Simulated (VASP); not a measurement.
Wanted: the native input for a VASP 6.6.1 run.

- Task: single point
- Functional: LDA
- Potentials or basis: VASP PAW LDA potentials, release 64 (Ga_d)
- Cutoff: 520 eV
- k mesh: 11 × 11 × 10
- Occupations: fermi-dirac, width 0.1 eV
- Spin: no spin polarisation
- Dipole correction: no
- Further INCAR settings: ALGO = Normal; EDIFF = 1e-06; NBANDS = 34

The structure of Ga lies in POSCAR:

```
Ga
1.0
    2.2178908173     -3.7419137528      0.0000000000
    2.2178908173      3.7419137528      0.0000000000
    0.0000000000      0.0000000000      4.4249628129
Ga
4
Direct
    0.8443628362      0.1556371638      0.0859373133
    0.6556371638      0.3443628362      0.5859373133
    0.1556371638      0.8443628362      0.9140626867
    0.3443628362      0.6556371638      0.4140626867
```

These files were run (other wordings do the same):

INCAR

```
SYSTEM = Ga
PREC = Accurate
ENCUT = 520
EDIFF = 1E-6
ISMEAR = -1
SIGMA = 0.1
LREAL = .FALSE.
LASPH = .TRUE.
NELM = 80
ALGO = Normal
ISIF = 2
LWAVE = .FALSE.
LCHARG = .FALSE.
NBANDS = 34
```

KPOINTS

```
regular mesh
0
G
  11 11 10
  0 0 0
```

Potentials or basis: VASP PAW LDA potentials, release 64 (Ga_d).

Launch:

```console
$ cat potpaw_LDA.64/Ga_d/POTCAR > POTCAR
$ mpirun -np 1 vasp_std > vasp.out
```

Results of the run:

```json
{"Pressure": "0.2 GPa", "Largest force": "0.034 eV/Å", "Band gap on the k mesh": "zero (bands 26 and 27 overlap by 1.39 eV)"}
```

It took 2.8 min on 1 thread of AMD EPYC 9R45 96-Core Processor (Zen 5), on a shared host, peak memory 0.41 GiB.
